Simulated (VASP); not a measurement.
# AlN (P6_3mc) in VASP: single point with PBEsol

Aim: the single point of AlN with PBEsol.

Everything below comes from runs of VASP 6.6.1. Logs are shortened: lines on timing, memory, paths and dates and some standing lists are left out, and cuts for length are marked.

**What was measured.**

From “Structural and optical properties of self-assembled AlN nanowires grown on SiO2/Si substrates by molecular beam epitaxy”, 2024, arxiv:2402.00216, for a bulk crystal of AlN at 0 K: band gap 6.0343 eV (an exciton energy, a little under the gap).

The runs below are set against these values where they give the same quantity.

## Step 1: The cell of the first run

It takes space group P6_3mc (No. 186, hexagonal). The conventional cell has a = 3.113 Å, b = 3.113 Å, c = 4.981 Å, α = 90.00°, β = 90.00°, γ = 120.00°. Al (site symmetry 3m) has 4 N at 1.89 Å within 2.5 Å. N (site symmetry 3m) has 4 Al at 1.89 Å within 2.5 Å.

## Step 2: Single point, PBEsol

File INCAR:

```
ALGO = Normal
EDIFF = 1E-6
ENCUT = 600
GGA = PS
GGA_COMPAT = F
ISIF = 2
ISMEAR = 0
LASPH = T
LCHARG = F
LREAL = F
LWAVE = F
NBANDS = 16
NELM = 120
PREC = Accurate
SIGMA = 0.01
```

File KPOINTS:

```
k-points
0
Gamma
  6 6 4
```

File POSCAR:

```
AlN
1.0
    3.1130000000      0.0000000000      0.0000000000
   -1.5565000000      2.6959370820      0.0000000000
    0.0000000000      0.0000000000      4.9810000000
Al N
2 2
Direct
    0.3333330000      0.6666670000      0.0000000000
    0.6666670000      0.3333330000      0.5000000000
    0.3333330000      0.6666670000      0.3800000000
    0.6666670000      0.3333330000      0.8800000000
```

Potentials or basis: VASP PAW PBE potentials, release 64 (Al, N).

On the command line:

```console
> cat potpaw_PBE.64/Al/POTCAR potpaw_PBE.64/N/POTCAR > POTCAR
> mpirun -np 1 vasp_std > vasp.out
```

OUTCAR:

```text
EDIFF = 1E-6
   ENCUT = 600
   GGA = PS
   ISIF = 2
   ISMEAR = 0
   LASPH = T
   LREAL = F
   NELM = 120
   PREC = Accurate

 ion  position               nearest neighbor table
   1  0.333  0.667  0.000-   3 1.89   4 1.89   4 1.89   4 1.89   2 3.07   2 3.07   2 3.07   2 3.07
                             2 3.07   2 3.07
   2  0.667  0.333  0.500-   4 1.89   3 1.89   3 1.89   3 1.89   1 3.07   1 3.07   1 3.07   1 3.07
                             1 3.07   1 3.07
   3  0.333  0.667  0.380-   1 1.89   2 1.89   2 1.89   2 1.89
   4  0.667  0.333  0.880-   2 1.89   1 1.89   1 1.89   1 1.89

  LATTYP: Found a hexagonal cell.
 ALAT       =     3.1130000000
 C/A-ratio  =     1.6000642467

  Lattice vectors:

 A1 = (   3.1130000000,   0.0000000000,   0.0000000000)
 A2 = (  -1.5565000000,   2.6959370820,   0.0000000000)
 A3 = (   0.0000000000,   0.0000000000,   4.9810000000)

Analysis of symmetry for initial positions (statically):
=====================================================================
 Subroutine PRICEL returns:
 Original cell was already a primitive cell.

 Routine SETGRP: Setting up the symmetry group for a
 hexagonal supercell.

 Subroutine GETGRP returns: Found 12 space group operations
 (whereof  6 operations were pure point group operations)
 out of a pool of 24 trial point group operations.

The static configuration has the point symmetry C_3v.
 The point group associated with its full space group is C_6v.

Analysis of symmetry for dynamics (positions and initial velocities):
=====================================================================
 Subroutine PRICEL returns:
 Original cell was already a primitive cell.

 Routine SETGRP: Setting up the symmetry group for a
 hexagonal supercell.

 Subroutine GETGRP returns: Found 12 space group operations
 (whereof  6 operations were pure point group operations)
 out of a pool of 24 trial point group operations.

The dynamic configuration has the point symmetry C_3v.
 The point group associated with its full space group is C_6v.

 Subroutine INISYM returns: Found 12 space group operations
 (whereof  6 operations are pure point group operations),
 and found     1 'primitive' translations

----------------------------------------------------------------------------------------

                                     Primitive cell

  volume of cell :      41.8028

  direct lattice vectors                    reciprocal lattice vectors
     3.113000000  0.000000000  0.000000000     0.321233537  0.185464269  0.000000000
    -1.556500000  2.695937082  0.000000000     0.000000000  0.370928538  0.000000000
     0.000000000  0.000000000  4.981000000     0.000000000  0.000000000  0.200762899

  length of vectors
     3.113000000  3.113000000  4.981000000     0.370928538  0.370928538  0.200762899

  position of ions in fractional coordinates (direct lattice)
     0.333333000  0.666667000  0.000000000
     0.666667000  0.333333000  0.500000000
     0.333333000  0.666667000  0.380000000
     0.666667000  0.333333000  0.880000000

  ion indices of the primitive-cell ions
   primitive index   ion index
                 1           1
                 2           2
                 3           3
                 4           4

----------------------------------------------------------------------------------------

 KPOINTS: k-points

Automatic generation of k-mesh.
 Grid dimensions read from file:
 generate k-points for:    6    6    4

 Generating k-lattice:

  Cartesian coordinates                     Fractional coordinates (reciprocal lattice)
     0.053538923  0.030910711  0.000000000     0.166666667  0.000000000  0.000000000
     0.000000000  0.061821423  0.000000000     0.000000000  0.166666667  0.000000000
     0.000000000  0.000000000  0.050190725     0.000000000  0.000000000  0.250000000

  Length of vectors
     0.061821423  0.061821423  0.050190725

  Shift w.r.t. Gamma in fractional coordinates (k-lattice)
     0.000000000  0.000000000  0.000000000

 Subroutine IBZKPT returns following result:
 ===========================================

 Found     21 irreducible k-points:

 Following reciprocal coordinates:
            Coordinates               Weight
  0.000000  0.000000  0.000000      1.000000
  0.166667  0.000000  0.000000      6.000000
  0.333333  0.000000  0.000000      6.000000
  0.500000  0.000000  0.000000      3.000000
  0.166667  0.166667  0.000000      6.000000
  0.333333  0.166667  0.000000     12.000000
[... 13 lines left out ...]
  0.333333  0.166667  0.500000     12.000000
  0.333333  0.333333  0.500000      2.000000
   k-points           NKPTS =     21   k-points in BZ     NKDIM =     21   number of bands    NBANDS=     16
   number of dos      NEDOS =    301   number of ions     NIONS =      4
   total plane-waves  NPLWV =  31360
   dimension x,y,z NGX =    28 NGY =   28 NGZ =   40
   dimension x,y,z NGXF=    56 NGYF=   56 NGZF=   80
   ions per type =               2   2
   NGX,Y,Z   is equivalent  to a cutoff of  14.95, 14.95, 13.35 a.u.
   NGXF,Y,Z  is equivalent  to a cutoff of  29.91, 29.91, 26.70 a.u.
 SYSTEM =  unknown system
   PREC   = accura    normal or accurate (medium, high low for compatibility)
   ISTART =      0    job   : 0-new  1-cont  2-samecut
   ICHARG =      2    charge: 1-file 2-atom 10-const
   ISPIN  =      1    spin polarized calculation?
   LNONCOLLINEAR =      F non collinear calculations
   LSORBIT =      F    spin-orbit coupling
   LASPH  =      T    aspherical Exc in radial PAW
   ENCUT  =  600.0 eV  44.10 Ry    6.64 a.u.   6.22  6.22  9.95*2*pi/ulx,y,z
   NELM   =    120;   NELMIN=  2; NELMDL= -5     # of ELM steps
   EDIFF  = 0.1E-05   stopping-criterion for ELM
   LREAL  =      F    real-space projection
   EDIFFG = 0.1E-04   stopping-criterion for IOM
   NSW    =      0    number of steps for IOM
   IBRION =     -1    ionic relax: 0-MD 1-quasi-New 2-CG
   NFREE  =      0    steps in history (QN), initial steepest desc. (CG)
   ISIF   =      2    stress and relaxation
   ISYM   =      2    0-nonsym 1-usesym 2-fastsym
   POTIM  = 0.5000    time-step for ionic-motion
   TEBEG  =    0.0;   TEEND  =   0.0 temperature during run
   PSTRESS=    0.0 pullay stress
   NELECT =      16.0000    total number of electrons
   NUPDOWN=      -1.0000    fix difference up-down
   EMIN   =  10.00;   EMAX   =-10.00  energy-range for DOS
   EFERMI =   0.00;   METHOD = LEGACY
   ISMEAR =     0;   SIGMA  =   0.01  broadening in eV -4-tet -1-fermi 0-gaus
   EFERMI_NEDOS =   21; number of points for ismear=-14 and -15
   IALGO  =     38    algorithm
   IMIX   =      4    mixing-type and parameters
     AMIX     =   0.40;   BMIX     =  1.00
     AMIX_MAG =   1.60;   BMIX_MAG =  1.00
  volume/ion in A,a.u.               =      10.45        70.52
  Fermi-wavevector in a.u.,A,eV,Ry     =   1.188629  2.246183 19.222843  1.412839
  Thomas-Fermi vector in A             =   2.324754
   LORBIT       =      0    0 simple, 1 ext, 2 COOP (PROOUT), +10 PAW based schemes
   GGA     = PS    functional components
   LHFCALC =     F    Hartree Fock is set to
   AEXX    =    0.0000 exact exchange contribution
   IVDW    =     0    specifies the selected vdW correction
   LEPSILON=     F    determine dielectric tensor
   LRPA    =     F    only Hartree local field effects (RPA)
 non-spin polarized calculation
 Gauss-broadening in eV      SIGMA  =   0.01
  energy-cutoff  :      600.00
  volume of cell :       41.80
 maximum number of plane-waves:      1412
 NGX is ok and might be reduce to    28
   NGX = 13   NGY = 13   NGZ = 19

 number of electron      16.0000000 magnetization

 Free energy of the ion-electron system (eV)
  ---------------------------------------------------
  ext. energy  EPLUGINS =         0.00000000
  ---------------------------------------------------
  free energy    TOTEN  =       -31.31294254 eV

  energy without entropy =      -31.31294254  energy(sigma->0) =      -31.31294254

 E-fermi :   6.0818     XC(G=0): -11.1038

 val. band max:        6.0307835966   @ k =   0.0000   0.0000   0.0000
 cond. band min:      10.1792282445   @ k =   0.0000   0.0000   0.0000
 fundamental gap:      4.1484446479
 Fermi energy:         6.0817912611

 k-point     1 :       0.0000    0.0000    0.0000
  band No.  band energies     occupation
      1      -9.1069      2.00000
      2      -6.9212      2.00000
      3      -0.0043      2.00000
      4       5.1955      2.00000
      5       5.1956      2.00000
      6       5.8507      2.00000
[... 8 lines left out ...]
     15      19.1044      0.00000
     16      19.1045      0.00000

 k-point     2 :       0.1667    0.0000    0.0000
  band No.  band energies     occupation
      1      -8.7566      2.00000
      2      -6.7316      2.00000
      3       0.4141      2.00000
      4       3.7574      2.00000
      5       4.5495      2.00000
      6       4.7979      2.00000
[... 8 lines left out ...]
     15      18.3191      0.00000
     16      18.7169      0.00000

 k-point     3 :       0.3333    0.0000    0.0000
  band No.  band energies     occupation
      1      -7.8500      2.00000
      2      -6.3955      2.00000
      3       1.5151      2.00000
      4       1.5711      2.00000
      5       2.7150      2.00000
      6       4.2021      2.00000
[... 8 lines left out ...]
     15      18.0655      0.00000
     16      20.3326      0.00000

 k-point     4 :       0.5000    0.0000    0.0000
  band No.  band energies     occupation
      1      -7.1116      2.00000
      2      -6.4058      2.00000
      3       0.5585      2.00000
      4       1.8664      2.00000
      5       2.6678      2.00000
      6       3.9543      2.00000
[... 8 lines left out ...]
     15      18.7629      0.00000
     16      21.1137      0.00000
[... 267 lines left out ...]
 k-point    19 :       0.1667    0.1667    0.5000
  band No.  band energies     occupation
      1      -7.3874      2.00000
      2      -7.3874      2.00000
      3       1.8074      2.00000
      4       1.8074      2.00000
      5       4.2040      2.00000
      6       4.2040      2.00000
[... 8 lines left out ...]
     15      18.8829      0.00000
     16      18.8829      0.00000

 k-point    20 :       0.3333    0.1667    0.5000
  band No.  band energies     occupation
      1      -6.7524      2.00000
      2      -6.7524      2.00000
      3       0.8548      2.00000
      4       0.8548      2.00000
      5       3.4000      2.00000
      6       3.4000      2.00000
[... 8 lines left out ...]
     15      19.3997      0.00000
     16      19.3997      0.00000

 k-point    21 :       0.3333    0.3333    0.5000
  band No.  band energies     occupation
      1      -6.5224      2.00000
      2      -6.5224      2.00000
      3       1.1795      2.00000
      4       1.1795      2.00000
      5       2.1474      2.00000
      6       2.1474      2.00000
[... 8 lines left out ...]
     15      19.7463      0.00000
     16      19.7464      0.00000

------------------------ aborting loop because EDIFF is reached ----------------------------------------

  FORCE on cell =-STRESS in cart. coord.  units (eV):
  Direction    XX          YY          ZZ          XY          YZ          ZX
  --------------------------------------------------------------------------------------
  -------------------------------------------------------------------------------------
  Total       -0.1164195     -0.1164195      0.2664459      0.0000000      0.0000000      0.0000000
  in kB       -4.4620151     -4.4620151     10.2120785      0.0000000      0.0000000      0.0000000
  external PRESSURE =       0.4293495 kB  Pullay stress =       0.0000000 kB

 VOLUME and BASIS-vectors are now :
 -----------------------------------------------------------------------------
  energy-cutoff  :      600.00
  volume of cell :       41.80
      direct lattice vectors                 reciprocal lattice vectors
     3.113000000  0.000000000  0.000000000     0.321233537  0.185464269  0.000000000
    -1.556500000  2.695937082  0.000000000     0.000000000  0.370928538  0.000000000
     0.000000000  0.000000000  4.981000000     0.000000000  0.000000000  0.200762899

 POSITION                                       TOTAL-FORCE (eV/Angst)
 -----------------------------------------------------------------------------------
     -0.00000      1.79729      0.00000         0.000000     -0.000000     -0.133293
      1.55650      0.89864      2.49050         0.000000      0.000000     -0.133293
     -0.00000      1.79729      1.89278        -0.000000      0.000000      0.133293
      1.55650      0.89864      4.38328         0.000000     -0.000000      0.133293
 -----------------------------------------------------------------------------------
    total drift:                               -0.000855      0.000494      0.000394

  FREE ENERGIE OF THE ION-ELECTRON SYSTEM (eV)
  ---------------------------------------------------
  free  energy   TOTEN  =       -31.3129425446 eV

  energy  without entropy=      -31.3129425446  energy(sigma->0) =      -31.31294254
```

It took 27 s on 1 thread of Intel Xeon Platinum 8259CL at 2.50GHz (Skylake/Cascade Lake), shared host; peak memory 0.17 GiB.

Results:

```
Free energy            : -31.3129 eV
Pressure               : 0.0 GPa
Largest force          : 0.133 eV/Å
Band gap on the k mesh : 4.15 eV
```

Forces in eV/Å, atoms in the order of the input:
```
Al   0.000  0.000 -0.133
Al   0.000  0.000 -0.133
N    0.000  0.000  0.133
N    0.000  0.000  0.133
```

Levels at points of the mesh, in eV from the valence-band top:
```
           k point  band 4  band 5  band 6  band 7  band 8  band 9  band 10  band 11  band 12  band 13
(0.00, 0.00, 0.00)   -0.84   -0.84   -0.18   -0.18    0.00    4.15     6.58    10.51    11.06    11.06
(0.50, 0.00, 0.00)   -4.16   -3.36   -2.08   -1.80   -0.66    5.69     5.69     8.11    10.20    10.80
(0.00, 0.00, 0.50)   -3.35   -0.52   -0.52   -0.52   -0.52    6.39     6.39    10.23    10.23    11.37
(0.50, 0.00, 0.50)   -5.63   -1.45   -1.45   -1.36   -1.36    5.20     5.20     9.17     9.17    11.76
```

Caveat: the PAW data sets were made with another functional, which shifts forces and pressure a little.

## Step 3: Against experiment

Step 2. Against the measured gap of AlN, 6.0343 eV (an exciton energy, a little under the gap; 0 K; quoted in “Structural and optical properties of self-assembled AlN nanowires grown on SiO2/Si substrates by molecular beam epitaxy”, 2024, arxiv:2402.00216), the calculated 4.15 eV is off by -1.89 eV. 2 values of this kind are on record (6.034 to 6.0343 eV); this one was drawn at random. The value is that of PBEsol, without temperature or zero-point motion. Semilocal functionals fall short of measured gaps as a rule.
